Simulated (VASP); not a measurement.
Al:

```xyz
1
Lattice="0.0000 1.9902 1.9902 1.9902 0.0000 1.9902 1.9902 1.9902 0.0000" Properties=species:S:1:pos:R:3 pbc="T T T"
Al    0.0000    0.0000    0.0000
```

Program: VASP 6.6.1. Alike in all runs: task single point; potentials or basis VASP PAW PBE potentials, release 64 (Al); no spin polarisation; cell as given; cutoff (eV) 520; smearing fermi-dirac 0.02 eV. Hardware: 1 thread of Intel Xeon 8259CL, with other jobs on the host.

Question: Order these runs on this cell by their wall time, lowest first.
A. level PBE; k mesh 10 × 10 × 10
B. level HSE06; k mesh 8 × 8 × 8; grid for exact exchange (PRECFOCK) Normal; screening parameter 0.2079 1/Å
C. level r2SCAN; k mesh 10 × 10 × 10

Answer: A (4.8 s), C (20 s), B (340 s).
